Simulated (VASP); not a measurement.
# Bi (Pm-3n) in VASP: single point with PBEsol

Aim: the single point of Bi with PBEsol.

Program: VASP 6.6.1. These are calculated values, not measurements. Logs are shortened: lines on timing, memory, paths and dates and some standing lists are left out, and cuts for length are marked.

## (1) The cell of the first run

The structure is cubic, space group Pm-3n (No. 223). The conventional cell has a = 6.274 Å, b = 6.274 Å, c = 6.274 Å, α = 90.00°, β = 90.00°, γ = 90.00°. Within 4.6 Å of Bi (site symmetry m-3) lie 12 Bi at 3.51 Å. Within 4.1 Å of Bi (site symmetry -4m2) lie 14 Bi at 3.14 to 3.84 Å.

## (2) Single point, PBEsol

The input, INCAR:

```
PREC     = Accurate       # precision mode
ENCUT    = 520            # plane-wave cutoff, eV
EDIFF    = 1E-6           # SCF threshold, eV
ISMEAR   = -1             # smearing method
SIGMA    = 0.1            # smearing width, eV
LREAL    = False          # projectors in reciprocal space
LASPH    = True           # aspherical terms in the spheres
NELM     = 60             # most SCF steps
ALGO     = Normal         # electronic algorithm
ISIF     = 2              # what is computed and relaxed
LWAVE    = False          # write WAVECAR
LCHARG   = True           # write CHGCAR
GGA      = PS             # functional
LELF     = True           # ELF
LVHAR    = True         
NBANDS   = 70             # bands
```

The input, KPOINTS:

```
Automatic mesh
0
Gamma
  6 6 6
```

The input, POSCAR:

```
Bi
1.0
    6.2735415729      0.0000000000      0.0000000000
    0.0000000000      6.2735415729      0.0000000000
    0.0000000000      0.0000000000      6.2735415729
Bi
8
Direct
    0.0000000000      1.0000000000      1.0000000000
    0.5000000000      0.5000000000      0.5000000000
    0.2500000000      1.0000000000      0.5000000000
    0.7500000000      1.0000000000      0.5000000000
    0.5000000000      0.2500000000      1.0000000000
    0.5000000000      0.7500000000      0.0000000000
    1.0000000000      0.5000000000      0.2500000000
    1.0000000000      0.5000000000      0.7500000000
```

Potentials or basis: VASP PAW PBE potentials, release 64 (Bi_d).

Command:

```
$ cat potpaw_PBE.64/Bi_d/POTCAR > POTCAR
$ mpirun -np 1 vasp_std > vasp.out
```

OUTCAR:

```text
PREC = Accurate
   ENCUT = 520
   EDIFF = 1E-6
   ISMEAR = -1
   LREAL = False
   LASPH = True
   NELM = 60
   ISIF = 2
   GGA = PS

 ion  position               nearest neighbor table
   1  0.000  0.000  0.000-   3 3.51   4 3.51   5 3.51   6 3.51   7 3.51   8 3.51   3 3.51   4 3.51
                             7 3.51   8 3.51   5 3.51   6 3.51
   2  0.500  0.500  0.500-   3 3.51   4 3.51   5 3.51   6 3.51   7 3.51   8 3.51   5 3.51   6 3.51
                             3 3.51   4 3.51   7 3.51   8 3.51
   3  0.250  0.000  0.500-   4 3.14   4 3.14   1 3.51   1 3.51   2 3.51   2 3.51   8 3.84   5 3.84
                             5 3.84   6 3.84   6 3.84   7 3.84   8 3.84   7 3.84
   4  0.750  0.000  0.500-   3 3.14   3 3.14   1 3.51   1 3.51   2 3.51   2 3.51   8 3.84   5 3.84
                             5 3.84   6 3.84   6 3.84   7 3.84   8 3.84   7 3.84
   5  0.500  0.250  0.000-   6 3.14   6 3.14   1 3.51   2 3.51   2 3.51   1 3.51   8 3.84   4 3.84
                             3 3.84   4 3.84   3 3.84   7 3.84   7 3.84   8 3.84
   6  0.500  0.750  0.000-   5 3.14   5 3.14   1 3.51   2 3.51   2 3.51   1 3.51   8 3.84   4 3.84
                             3 3.84   4 3.84   3 3.84   7 3.84   7 3.84   8 3.84
   7  0.000  0.500  0.250-   8 3.14   8 3.14   1 3.51   2 3.51   1 3.51   2 3.51   3 3.84   4 3.84
                             5 3.84   3 3.84   4 3.84   6 3.84   5 3.84   6 3.84
   8  0.000  0.500  0.750-   7 3.14   7 3.14   1 3.51   2 3.51   1 3.51   2 3.51   3 3.84   4 3.84
                             5 3.84   3 3.84   4 3.84   6 3.84   5 3.84   6 3.84

  LATTYP: Found a simple cubic cell.
 ALAT       =     6.2735415729

  Lattice vectors:

 A1 = (   6.2735415729,   0.0000000000,   0.0000000000)
 A2 = (   0.0000000000,   6.2735415729,   0.0000000000)
 A3 = (   0.0000000000,   0.0000000000,   6.2735415729)

Analysis of symmetry for initial positions (statically):
=====================================================================
 Subroutine PRICEL returns:
 Original cell was already a primitive cell.

 Routine SETGRP: Setting up the symmetry group for a
 simple cubic supercell.

 Subroutine GETGRP returns: Found 48 space group operations
 (whereof 24 operations were pure point group operations)
 out of a pool of 48 trial point group operations.

The static configuration has the point symmetry T_h .
 The point group associated with its full space group is O_h .

Analysis of symmetry for dynamics (positions and initial velocities):
=====================================================================
 Subroutine PRICEL returns:
 Original cell was already a primitive cell.

 Routine SETGRP: Setting up the symmetry group for a
 simple cubic supercell.

 Subroutine GETGRP returns: Found 48 space group operations
 (whereof 24 operations were pure point group operations)
 out of a pool of 48 trial point group operations.

The dynamic configuration has the point symmetry T_h .
 The point group associated with its full space group is O_h .

 Subroutine INISYM returns: Found 48 space group operations
 (whereof 24 operations are pure point group operations),
 and found     1 'primitive' translations

----------------------------------------------------------------------------------------

                                     Primitive cell

  volume of cell :     246.9098

  direct lattice vectors                    reciprocal lattice vectors
     6.273541573  0.000000000  0.000000000     0.159399597  0.000000000  0.000000000
     0.000000000  6.273541573  0.000000000     0.000000000  0.159399597  0.000000000
     0.000000000  0.000000000  6.273541573     0.000000000  0.000000000  0.159399597

  length of vectors
     6.273541573  6.273541573  6.273541573     0.159399597  0.159399597  0.159399597

  position of ions in fractional coordinates (direct lattice)
     0.000000000  0.000000000  0.000000000
     0.500000000  0.500000000  0.500000000
     0.250000000  0.000000000  0.500000000
     0.750000000  0.000000000  0.500000000
     0.500000000  0.250000000  0.000000000
     0.500000000  0.750000000  0.000000000
     0.000000000  0.500000000  0.250000000
     0.000000000  0.500000000  0.750000000

  ion indices of the primitive-cell ions
   primitive index   ion index
                 1           1
                 2           2
                 3           3
                 4           4
                 5           5
                 6           6
                 7           7
                 8           8

----------------------------------------------------------------------------------------

 KPOINTS: Automatic mesh

Automatic generation of k-mesh.
 Grid dimensions read from file:
 generate k-points for:    6    6    6

 Generating k-lattice:

  Cartesian coordinates                     Fractional coordinates (reciprocal lattice)
     0.026566600  0.000000000  0.000000000     0.166666667  0.000000000  0.000000000
     0.000000000  0.026566600  0.000000000     0.000000000  0.166666667  0.000000000
     0.000000000  0.000000000  0.026566600     0.000000000  0.000000000  0.166666667

  Length of vectors
     0.026566600  0.026566600  0.026566600

  Shift w.r.t. Gamma in fractional coordinates (k-lattice)
     0.000000000  0.000000000  0.000000000

 Subroutine IBZKPT returns following result:
 ===========================================

 Found     20 irreducible k-points:

 Following reciprocal coordinates:
            Coordinates               Weight
  0.000000  0.000000  0.000000      1.000000
  0.166667  0.000000  0.000000      6.000000
  0.333333  0.000000  0.000000      6.000000
  0.500000  0.000000  0.000000      3.000000
  0.166667  0.166667  0.000000     12.000000
  0.333333  0.166667  0.000000     24.000000
[... 12 lines left out ...]
  0.500000  0.500000  0.333333      6.000000
  0.500000  0.500000  0.500000      1.000000
   k-points           NKPTS =     20   k-points in BZ     NKDIM =     20   number of bands    NBANDS=     70
   number of dos      NEDOS =    301   number of ions     NIONS =      8
   total plane-waves  NPLWV = 110592
   dimension x,y,z NGX =    48 NGY =   48 NGZ =   48
   dimension x,y,z NGXF=    96 NGYF=   96 NGZF=   96
   ions per type =               8
   NGX,Y,Z   is equivalent  to a cutoff of  12.72, 12.72, 12.72 a.u.
   NGXF,Y,Z  is equivalent  to a cutoff of  25.44, 25.44, 25.44 a.u.
 SYSTEM =  unknown system
   PREC   = accura    normal or accurate (medium, high low for compatibility)
   ISTART =      0    job   : 0-new  1-cont  2-samecut
   ICHARG =      2    charge: 1-file 2-atom 10-const
   ISPIN  =      1    spin polarized calculation?
   LNONCOLLINEAR =      F non collinear calculations
   LSORBIT =      F    spin-orbit coupling
   LASPH  =      T    aspherical Exc in radial PAW
   ENCUT  =  520.0 eV  38.22 Ry    6.18 a.u.  11.66 11.66 11.66*2*pi/ulx,y,z
   NELM   =     60;   NELMIN=  2; NELMDL= -5     # of ELM steps
   EDIFF  = 0.1E-05   stopping-criterion for ELM
   LREAL  =      F    real-space projection
   EDIFFG = 0.1E-04   stopping-criterion for IOM
   NSW    =      0    number of steps for IOM
   IBRION =     -1    ionic relax: 0-MD 1-quasi-New 2-CG
   NFREE  =      0    steps in history (QN), initial steepest desc. (CG)
   ISIF   =      2    stress and relaxation
   ISYM   =      2    0-nonsym 1-usesym 2-fastsym
   POTIM  = 0.5000    time-step for ionic-motion
   TEBEG  =    0.0;   TEEND  =   0.0 temperature during run
   PSTRESS=    0.0 pullay stress
   NELECT =     120.0000    total number of electrons
   NUPDOWN=      -1.0000    fix difference up-down
   EMIN   =  10.00;   EMAX   =-10.00  energy-range for DOS
   EFERMI =   0.00;   METHOD = LEGACY
   ISMEAR =    -1;   SIGMA  =   0.10  broadening in eV -4-tet -1-fermi 0-gaus
   EFERMI_NEDOS =   21; number of points for ismear=-14 and -15
   IALGO  =     38    algorithm
   IMIX   =      4    mixing-type and parameters
     AMIX     =   0.40;   BMIX     =  1.00
     AMIX_MAG =   1.60;   BMIX_MAG =  1.00
  volume/ion in A,a.u.               =      30.86       208.28
  Fermi-wavevector in a.u.,A,eV,Ry     =   1.287130  2.432323 22.540827  1.656704
  Thomas-Fermi vector in A             =   2.419163
   LORBIT       =      0    0 simple, 1 ext, 2 COOP (PROOUT), +10 PAW based schemes
   GGA     = PS    functional components
   LHFCALC =     F    Hartree Fock is set to
   AEXX    =    0.0000 exact exchange contribution
   IVDW    =     0    specifies the selected vdW correction
   LEPSILON=     F    determine dielectric tensor
   LRPA    =     F    only Hartree local field effects (RPA)
 non-spin polarized calculation
  energy-cutoff  :      520.00
  volume of cell :      246.91
 maximum number of plane-waves:      6704
 NGX is ok and might be reduce to    48
   NGX = 23   NGY = 23   NGZ = 23

 number of electron     119.9999943 magnetization

 Free energy of the ion-electron system (eV)
  ---------------------------------------------------
  ext. energy  EPLUGINS =         0.00000000
  ---------------------------------------------------
  free energy    TOTEN  =       -32.75771693 eV

  energy without entropy =      -32.54630670  energy(sigma->0) =      -32.65201181

 E-fermi :   7.9374     XC(G=0): -10.4734

 val. band max:        7.9049625380   @ k =   0.5000   0.5000   0.3333
 cond. band min:       7.9481201514   @ k =   0.5000   0.5000   0.1667
 fundamental gap:      0.0431576135
 Fermi energy:         7.9374140339

 k-point     1 :       0.0000    0.0000    0.0000
  band No.  band energies     occupation
      1     -15.2484      2.00000
      2     -15.2424      2.00000
      3     -15.2424      2.00000
      4     -15.1332      2.00000
      5     -15.1332      2.00000
      6     -15.1092      2.00000
[... 62 lines left out ...]
     69      10.9373      0.00000
     70      13.2201      0.00000

 k-point     2 :       0.1667    0.0000    0.0000
  band No.  band energies     occupation
      1     -15.2461      2.00000
      2     -15.2424      2.00000
      3     -15.2176      2.00000
      4     -15.1335      2.00000
      5     -15.1315      2.00000
      6     -15.1269      2.00000
[... 1306 lines left out ...]
 k-point    20 :       0.5000    0.5000    0.5000
  band No.  band energies     occupation
      1     -15.1335      2.00000
      2     -15.1335      2.00000
      3     -15.1335      2.00000
      4     -15.1335      2.00000
      5     -15.1211      2.00000
      6     -15.1211      2.00000
[... 62 lines left out ...]
     69       8.7408      0.00065
     70       8.7408      0.00065

------------------------ aborting loop because EDIFF is reached ----------------------------------------

  FORCE on cell =-STRESS in cart. coord.  units (eV):
  Direction    XX          YY          ZZ          XY          YZ          ZX
  --------------------------------------------------------------------------------------
  -------------------------------------------------------------------------------------
  Total       -0.2134246     -0.2134246     -0.2134246     -0.0000000      0.0000000      0.0000000
  in kB       -1.3848947     -1.3848947     -1.3848947     -0.0000000      0.0000000      0.0000000
  external PRESSURE =      -1.3848947 kB  Pullay stress =       0.0000000 kB

 VOLUME and BASIS-vectors are now :
 -----------------------------------------------------------------------------
  energy-cutoff  :      520.00
  volume of cell :      246.91
      direct lattice vectors                 reciprocal lattice vectors
     6.273541573  0.000000000  0.000000000     0.159399597  0.000000000  0.000000000
     0.000000000  6.273541573  0.000000000     0.000000000  0.159399597  0.000000000
     0.000000000  0.000000000  6.273541573     0.000000000  0.000000000  0.159399597

 POSITION                                       TOTAL-FORCE (eV/Angst)
 -----------------------------------------------------------------------------------
      0.00000      0.00000      0.00000        -0.000000     -0.000000     -0.000000
      3.13677      3.13677      3.13677        -0.000000     -0.000000     -0.000000
      1.56839      0.00000      3.13677        -0.000000     -0.000000     -0.000000
      4.70516      0.00000      3.13677         0.000000      0.000000      0.000000
      3.13677      1.56839      0.00000        -0.000000     -0.000000      0.000000
      3.13677      4.70516      0.00000         0.000000      0.000000     -0.000000
      0.00000      3.13677      1.56839        -0.000000     -0.000000     -0.000000
      0.00000      3.13677      4.70516        -0.000000      0.000000      0.000000
 -----------------------------------------------------------------------------------
    total drift:                                0.000000     -0.000000      0.000000

  FREE ENERGIE OF THE ION-ELECTRON SYSTEM (eV)
  ---------------------------------------------------
  free  energy   TOTEN  =       -32.7577169286 eV

  energy  without entropy=      -32.5463066983  energy(sigma->0) =      -32.65201181
```

Wall time 3.1 min (1 thread of Intel Xeon Platinum 8375C at 2.90GHz (Ice Lake), shared host); peak memory 0.45 GiB.

What came out:

| Property | Result |
| --- | --- |
| Free energy | -32.7577 eV |
| Pressure | -0.1 GPa |
| Band gap on the k mesh | zero (band 60 reaches 8.20 eV, above the bottom of band 61 at 7.67 eV) |

Caveat: the PAW data sets were made with another functional, which shifts forces and pressure a little; spin-orbit coupling is left out, which moves the levels of the heavy elements.
